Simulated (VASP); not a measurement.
# V (P6_3/mmc) in VASP: a series of runs

Runs on V. Level: RPBE. Tasks: single point.

All numbers are computed with VASP 6.6.1; they aren't measurements. Logs are shortened: lines on timing, memory, paths and dates and some standing lists are left out, and cuts for length are marked.

**1. The cell of the first run**

The structure is hexagonal, space group P6_3/mmc (No. 194). The conventional cell has a = 2.658 Å, b = 2.658 Å, c = 9.293 Å, α = 90.00°, β = 90.00°, γ = 120.00°. Within 3.5 Å of V (site symmetry -3m) lie 12 V at 2.66 to 2.78 Å. V (site symmetry -6m2) has 12 V at 2.66 to 2.78 Å within 3.5 Å.

This isn't the form of V at room conditions, which is bcc.

**2. Single point, RPBE**

File INCAR:

```
SYSTEM = V
PREC = Accurate
ENCUT = 520
EDIFF = 1E-6
ISMEAR = -1
SIGMA = 0.1
LREAL = .False.
LASPH = .True.
NELM = 60
ALGO = Normal
ISIF = 2
LWAVE = .False.
LCHARG = .True.
GGA = RP
LELF = .True.
LVHAR = .True.
NBANDS = 34
```

File KPOINTS:

```
regular mesh
0
Gamma
  13 13 4
  0 0 0
```

File POSCAR:

```
V
1.0
    2.6578538648      0.0000000000      0.0000000000
   -1.3289269324      2.3017689665      0.0000000000
    0.0000000000      0.0000000000      9.2926979713
V
4
Direct
    0.0000000000      0.0000000000      1.0000000000
    1.0000000000      0.0000000000      0.5000000000
    0.3333333333      0.6666666667      0.2500000000
    0.6666666667      0.3333333333      0.7500000000
```

Potentials or basis: VASP PAW PBE potentials, release 64 (V_sv).

Run with:

```bash
$ cat potpaw_PBE.64/V_sv/POTCAR > POTCAR
$ mpirun -np 1 vasp_std > vasp.out
```

OUTCAR:

```text
SYSTEM = V
   PREC = Accurate
   ENCUT = 520
   EDIFF = 1E-6
   ISMEAR = -1
   LREAL = .False.
   LASPH = .True.
   NELM = 60
   ISIF = 2
   GGA = RP

 ion  position               nearest neighbor table
   1  0.000  0.000  0.000-   3 2.78   4 2.78   4 2.78   3 2.78   4 2.78   3 2.78
   2  0.000  0.000  0.500-   3 2.78   4 2.78   4 2.78   3 2.78   4 2.78   3 2.78
   3  0.333  0.667  0.250-   1 2.78   2 2.78   1 2.78   2 2.78   1 2.78   2 2.78
   4  0.667  0.333  0.750-   1 2.78   2 2.78   1 2.78   2 2.78   1 2.78   2 2.78

  LATTYP: Found a hexagonal cell.
 ALAT       =     2.6578538648
 C/A-ratio  =     3.4963163680

  Lattice vectors:

 A1 = (   2.6578538648,   0.0000000000,   0.0000000000)
 A2 = (  -1.3289269324,   2.3017689665,   0.0000000000)
 A3 = (   0.0000000000,   0.0000000000,   9.2926979713)

Analysis of symmetry for initial positions (statically):
=====================================================================
 Subroutine PRICEL returns:
 Original cell was already a primitive cell.

 Routine SETGRP: Setting up the symmetry group for a
 hexagonal supercell.

 Subroutine GETGRP returns: Found 24 space group operations
 (whereof 12 operations were pure point group operations)
 out of a pool of 24 trial point group operations.

The static configuration has the point symmetry D_3d.
 The point group associated with its full space group is D_6h.

Analysis of symmetry for dynamics (positions and initial velocities):
=====================================================================
 Subroutine PRICEL returns:
 Original cell was already a primitive cell.

 Routine SETGRP: Setting up the symmetry group for a
 hexagonal supercell.

 Subroutine GETGRP returns: Found 24 space group operations
 (whereof 12 operations were pure point group operations)
 out of a pool of 24 trial point group operations.

The dynamic configuration has the point symmetry D_3d.
 The point group associated with its full space group is D_6h.

 Subroutine INISYM returns: Found 24 space group operations
 (whereof 12 operations are pure point group operations),
 and found     1 'primitive' translations

----------------------------------------------------------------------------------------

                                     Primitive cell

  volume of cell :      56.8505

  direct lattice vectors                    reciprocal lattice vectors
     2.657853865  0.000000000  0.000000000     0.376243409  0.217224234  0.000000000
    -1.328926932  2.301768967  0.000000000     0.000000000  0.434448467  0.000000000
     0.000000000  0.000000000  9.292697971     0.000000000  0.000000000  0.107611374

  length of vectors
     2.657853865  2.657853865  9.292697971     0.434448467  0.434448467  0.107611374

  position of ions in fractional coordinates (direct lattice)
     0.000000000  0.000000000  0.000000000
     0.000000000  0.000000000  0.500000000
     0.333333333  0.666666667  0.250000000
     0.666666667  0.333333333  0.750000000

  ion indices of the primitive-cell ions
   primitive index   ion index
                 1           1
                 2           2
                 3           3
                 4           4

----------------------------------------------------------------------------------------

 KPOINTS: regular mesh

Automatic generation of k-mesh.
 Grid dimensions read from file:
 generate k-points for:   13   13    4

 Generating k-lattice:

  Cartesian coordinates                     Fractional coordinates (reciprocal lattice)
     0.028941801  0.016709556  0.000000000     0.076923077  0.000000000  0.000000000
     0.000000000  0.033419113  0.000000000     0.000000000  0.076923077  0.000000000
     0.000000000  0.000000000  0.026902844     0.000000000  0.000000000  0.250000000

  Length of vectors
     0.033419113  0.033419113  0.026902844

  Shift w.r.t. Gamma in fractional coordinates (k-lattice)
     0.000000000  0.000000000  0.000000000

 Subroutine IBZKPT returns following result:
 ===========================================

 Found     63 irreducible k-points:

 Following reciprocal coordinates:
            Coordinates               Weight
  0.000000  0.000000  0.000000      1.000000
  0.076923  0.000000  0.000000      6.000000
  0.153846  0.000000  0.000000      6.000000
  0.230769  0.000000  0.000000      6.000000
  0.307692  0.000000  0.000000      6.000000
  0.384615  0.000000  0.000000      6.000000
[... 16 lines left out ...]
  0.076923  0.000000  0.250000     12.000000
  0.153846  0.000000  0.250000     12.000000
 [... further k-points ...]
   k-points           NKPTS =     63   k-points in BZ     NKDIM =     63   number of bands    NBANDS=     34
   number of dos      NEDOS =    301   number of ions     NIONS =      4
   total plane-waves  NPLWV =  28000
   dimension x,y,z NGX =    20 NGY =   20 NGZ =   70
   dimension x,y,z NGXF=    40 NGYF=   40 NGZF=  140
   ions per type =               4
   NGX,Y,Z   is equivalent  to a cutoff of  12.51, 12.51, 12.52 a.u.
   NGXF,Y,Z  is equivalent  to a cutoff of  25.02, 25.02, 25.05 a.u.
 SYSTEM =  V
   PREC   = accura    normal or accurate (medium, high low for compatibility)
   ISTART =      0    job   : 0-new  1-cont  2-samecut
   ICHARG =      2    charge: 1-file 2-atom 10-const
   ISPIN  =      1    spin polarized calculation?
   LNONCOLLINEAR =      F non collinear calculations
   LSORBIT =      F    spin-orbit coupling
   LASPH  =      T    aspherical Exc in radial PAW
   ENCUT  =  520.0 eV  38.22 Ry    6.18 a.u.   4.94  4.94 17.28*2*pi/ulx,y,z
   NELM   =     60;   NELMIN=  2; NELMDL= -5     # of ELM steps
   EDIFF  = 0.1E-05   stopping-criterion for ELM
   LREAL  =      F    real-space projection
   EDIFFG = 0.1E-04   stopping-criterion for IOM
   NSW    =      0    number of steps for IOM
   IBRION =     -1    ionic relax: 0-MD 1-quasi-New 2-CG
   NFREE  =      0    steps in history (QN), initial steepest desc. (CG)
   ISIF   =      2    stress and relaxation
   ISYM   =      2    0-nonsym 1-usesym 2-fastsym
   POTIM  = 0.5000    time-step for ionic-motion
   TEBEG  =    0.0;   TEEND  =   0.0 temperature during run
   PSTRESS=    0.0 pullay stress
   NELECT =      52.0000    total number of electrons
   NUPDOWN=      -1.0000    fix difference up-down
   EMIN   =  10.00;   EMAX   =-10.00  energy-range for DOS
   EFERMI =   0.00;   METHOD = LEGACY
   ISMEAR =    -1;   SIGMA  =   0.10  broadening in eV -4-tet -1-fermi 0-gaus
   EFERMI_NEDOS =   21; number of points for ismear=-14 and -15
   IALGO  =     38    algorithm
   IMIX   =      4    mixing-type and parameters
     AMIX     =   0.40;   BMIX     =  1.00
     AMIX_MAG =   1.60;   BMIX_MAG =  1.00
  volume/ion in A,a.u.               =      14.21        95.91
  Fermi-wavevector in a.u.,A,eV,Ry     =   1.589148  3.003055 34.360043  2.525392
  Thomas-Fermi vector in A             =   2.688042
   LORBIT       =      0    0 simple, 1 ext, 2 COOP (PROOUT), +10 PAW based schemes
   GGA     = RP    functional components
   LHFCALC =     F    Hartree Fock is set to
   AEXX    =    0.0000 exact exchange contribution
   IVDW    =     0    specifies the selected vdW correction
   LEPSILON=     F    determine dielectric tensor
   LRPA    =     F    only Hartree local field effects (RPA)
 non-spin polarized calculation
  energy-cutoff  :      520.00
  volume of cell :       56.85
 maximum number of plane-waves:      1563
 NGX is ok and might be reduce to    20
   NGX =  9   NGY =  9   NGZ = 35

 number of electron      52.0000006 magnetization

 Free energy of the ion-electron system (eV)
  ---------------------------------------------------
  ext. energy  EPLUGINS =         0.00000000
  ---------------------------------------------------
  free energy    TOTEN  =       -33.24380938 eV

  energy without entropy =      -33.02054066  energy(sigma->0) =      -33.13217502

 E-fermi :   9.4867     XC(G=0): -12.4898

 val. band max:        9.4860756507   @ k =   0.2308   0.0000   0.0000
 cond. band min:       9.4888285641   @ k =   0.1538   0.0000   0.2500
 fundamental gap:      0.0027529135
 Fermi energy:         9.4866808518

 k-point     1 :       0.0000    0.0000    0.0000
  band No.  band energies     occupation
      1     -54.7276      2.00000
      2     -54.6905      2.00000
      3     -54.6448      2.00000
      4     -54.6071      2.00000
      5     -28.7422      2.00000
      6     -28.4381      2.00000
[... 26 lines left out ...]
     33      11.2328      0.00000
     34      11.2328      0.00000

 k-point     2 :       0.0769    0.0000    0.0000
  band No.  band energies     occupation
      1     -54.7191      2.00000
      2     -54.6833      2.00000
      3     -54.6376      2.00000
      4     -54.6013      2.00000
      5     -28.7278      2.00000
      6     -28.4361      2.00000
[... 26 lines left out ...]
     33      11.0662      0.00000
     34      11.1198      0.00000

 k-point     3 :       0.1538    0.0000    0.0000
  band No.  band energies     occupation
      1     -54.6954      2.00000
      2     -54.6634      2.00000
      3     -54.6177      2.00000
      4     -54.5852      2.00000
      5     -28.6866      2.00000
      6     -28.4368      2.00000
[... 26 lines left out ...]
     33      10.7008      0.00001
     34      10.8882      0.00000

 k-point     4 :       0.2308    0.0000    0.0000
  band No.  band energies     occupation
      1     -54.6612      2.00000
      2     -54.6351      2.00000
      3     -54.5894      2.00000
      4     -54.5630      2.00000
      5     -28.6260      2.00000
      6     -28.4780      2.00000
[... 26 lines left out ...]
     33      11.0190      0.00000
     34      11.0750      0.00000

 k-point     5 :       0.3077    0.0000    0.0000
  band No.  band energies     occupation
      1     -54.6238      2.00000
      2     -54.6050      2.00000
      3     -54.5592      2.00000
      4     -54.5401      2.00000
      5     -28.6169      2.00000
      6     -28.5899      2.00000
[... 621 lines left out ...]
 k-point    22 :       0.0000    0.0000    0.2500
  band No.  band energies     occupation
      1     -54.7238      2.00000
      2     -54.6989      2.00000
      3     -54.6364      2.00000
      4     -54.6111      2.00000
      5     -28.7187      2.00000
      6     -28.5502      2.00000
[... 26 lines left out ...]
     33      11.2841      0.00000
     34      11.2841      0.00000

 k-point    23 :       0.0769    0.0000    0.2500
  band No.  band energies     occupation
      1     -54.7154      2.00000
      2     -54.6913      2.00000
      3     -54.6295      2.00000
      4     -54.6051      2.00000
      5     -28.7052      2.00000
      6     -28.5438      2.00000
[... 26 lines left out ...]
     33      11.1367      0.00000
     34      11.1875      0.00000

 k-point    24 :       0.1538    0.0000    0.2500
  band No.  band energies     occupation
      1     -54.6920      2.00000
      2     -54.6703      2.00000
      3     -54.6106      2.00000
      4     -54.5887      2.00000
      5     -28.6673      2.00000
      6     -28.5294      2.00000
[... 26 lines left out ...]
     33      10.8423      0.00000
     34      11.0101      0.00000

 [... further k-points ...]

------------------------ aborting loop because EDIFF is reached ----------------------------------------

  FORCE on cell =-STRESS in cart. coord.  units (eV):
  Direction    XX          YY          ZZ          XY          YZ          ZX
  --------------------------------------------------------------------------------------
  -------------------------------------------------------------------------------------
  Total        0.0907380      0.0907380      0.1040227      0.0000000      0.0000000      0.0000000
  in kB        2.5572019      2.5572019      2.9315954      0.0000000      0.0000000      0.0000000
  external PRESSURE =       2.6819997 kB  Pullay stress =       0.0000000 kB

 VOLUME and BASIS-vectors are now :
 -----------------------------------------------------------------------------
  energy-cutoff  :      520.00
  volume of cell :       56.85
      direct lattice vectors                 reciprocal lattice vectors
     2.657853865  0.000000000  0.000000000     0.376243409  0.217224234  0.000000000
    -1.328926932  2.301768967  0.000000000     0.000000000  0.434448467  0.000000000
     0.000000000  0.000000000  9.292697971     0.000000000  0.000000000  0.107611374

 POSITION                                       TOTAL-FORCE (eV/Angst)
 -----------------------------------------------------------------------------------
      0.00000      0.00000      0.00000         0.000000      0.000000      0.000000
      0.00000      0.00000      4.64635         0.000000      0.000000      0.000000
     -0.00000      1.53451      2.32317         0.000000      0.000000     -0.000000
      1.32893      0.76726      6.96952        -0.000000      0.000000      0.000000
 -----------------------------------------------------------------------------------
    total drift:                                0.000000     -0.000000      0.000000

  FREE ENERGIE OF THE ION-ELECTRON SYSTEM (eV)
  ---------------------------------------------------
  free  energy   TOTEN  =       -33.2438093842 eV

  energy  without entropy=      -33.0205406555  energy(sigma->0) =      -33.13217502
```

Wall time 79 s (1 thread of Intel Xeon 6975P-C (Granite Rapids), shared host); peak memory 0.22 GiB.

What came out:

```
Free energy            : -33.2438 eV
Pressure               : 0.3 GPa
Band gap on the k mesh : zero (bands 26 and 27 overlap by 0.81 eV)
```

Levels at points of the mesh, in eV from the Fermi level:
```csv
k point,band 23,band 24,band 25,band 26,band 27,band 28,band 29,band 30
"(0.00, 0.00, 0.00)",-0.31,0.04,0.23,0.23,0.28,0.28,0.49,0.49
"(0.00, 0.00, 0.50)",-0.50,-0.50,0.29,0.29,0.29,0.29,0.47,0.47
```

Caveat: the PAW data sets were made with another functional, which shifts forces and pressure a little.

**3. Single point, RPBE (12.51 Å³/atom)**

This run uses another cell than the first one, of 12.51 Å³/atom.

File INCAR:

```
SYSTEM = V
ALGO     = Normal         ! electronic algorithm
EDIFF    = 1E-6           ! SCF threshold, eV
ENCUT    = 520            ! plane-wave cutoff, eV
GGA      = RP             ! functional
ISIF     = 2              ! what is computed and relaxed
ISMEAR   = -1             ! smearing method
LASPH    = .True.         ! aspherical terms in the spheres
LCHARG   = .False.        ! write CHGCAR
LREAL    = .False.        ! projectors in reciprocal space
LWAVE    = .False.        ! write WAVECAR
NBANDS   = 34             ! bands
NELM     = 60             ! most SCF steps
PREC     = Accurate       ! precision mode
SIGMA    = 0.1            ! smearing width, eV
```

File KPOINTS:

```
k-points
0
Gamma
  15 15 4
  0 0 0
```

File POSCAR:

```
V
1.0
    2.5469787570      0.0000000000      0.0000000000
   -1.2734893785      2.2057483065      0.0000000000
    0.0000000000      0.0000000000      8.9050435170
V
4
Direct
    0.0000000000      0.0000000000      1.0000000000
    1.0000000000      0.0000000000      0.5000000000
    0.3333333333      0.6666666667      0.2500000000
    0.6666666667      0.3333333333      0.7500000000
```

Potentials or basis: VASP PAW PBE potentials, release 64 (V_sv).

Run with:

```bash
$ cat potpaw_PBE.64/V_sv/POTCAR > POTCAR
$ mpirun -np 1 vasp_std > vasp.out
```

Wall time 68 s (1 thread of Intel Xeon 6975P-C (Granite Rapids), shared host); peak memory 0.23 GiB.

It converged, with:

| Quantity | Value |
| --- | --- |
| Free energy | -32.7145 eV |
| Pressure | 27.1 GPa |
| Band gap on the k mesh | zero (bands 26 and 27 overlap by 1.17 eV) |

Stress tensor (GPa, compression positive):
```
26.76  0.00  0.00
 0.00 26.76  0.00
 0.00  0.00 27.84
```

Levels at points of the mesh, in eV from the Fermi level:
```csv
k point,band 22,band 23,band 24,band 25,band 26,band 27,band 28,band 29,band 30,band 31
"(0.00, 0.00, 0.00)",-0.98,-0.41,0.20,0.20,0.27,0.27,0.31,0.52,0.52,0.60
"(0.00, 0.00, 0.50)",-0.64,-0.51,-0.51,0.28,0.28,0.28,0.28,0.50,0.50,0.50
```

Caveat: the cell stands under pressure; the PAW data sets were made with another functional, which shifts forces and pressure a little.

**4. Single point, RPBE (13.08 Å³/atom)**

This run uses another cell than the first one, of 13.08 Å³/atom.

File INCAR:

```
PREC = Accurate
ENCUT = 520
EDIFF = 1E-7
ISMEAR = -1
SIGMA = 0.1
LREAL = F
LASPH = T
NELM = 100
ALGO = Normal
ISIF = 2
LWAVE = F
LCHARG = F
GGA = RP
NBANDS = 34
```

File KPOINTS:

```
regular mesh
0
Gamma
  15 15 4
```

File POSCAR:

```
V
1.0
    2.5849989706      0.0000000000      0.0000000000
   -1.2924994853      2.2386747773      0.0000000000
    0.0000000000      0.0000000000      9.0379742123
V
4
Direct
    0.0000000000      0.0000000000      1.0000000000
    1.0000000000      0.0000000000      0.5000000000
    0.3333333333      0.6666666667      0.2500000000
    0.6666666667      0.3333333333      0.7500000000
```

Run with:

```bash
$ cat potpaw_PBE.64/V_sv/POTCAR > POTCAR
$ mpirun -np 1 vasp_std > vasp.out
```

Wall time 73 s (1 thread of Intel Xeon 6975P-C (Granite Rapids), shared host); peak memory 0.23 GiB.

Results (log left out):

| Quantity | Value |
| --- | --- |
| Free energy | -33.0217 eV |
| Pressure | 16.4 GPa |
| Band gap on the k mesh | zero (bands 26 and 27 overlap by 1.08 eV) |

Stress tensor (GPa, compression positive):
```
16.20  0.00  0.00
 0.00 16.20  0.00
 0.00  0.00 16.69
```

Levels at points of the mesh, in eV from the Fermi level:
```tsv
k point	band 24	band 25	band 26	band 27	band 28	band 29
(0.00, 0.00, 0.00)	0.20	0.22	0.22	0.28	0.28	0.52
(0.00, 0.00, 0.50)	-0.55	0.29	0.29	0.29	0.29	0.50
```

Caveat: the cell stands under pressure; the PAW data sets were made with another functional, which shifts forces and pressure a little.

[end of part 1 of 2]
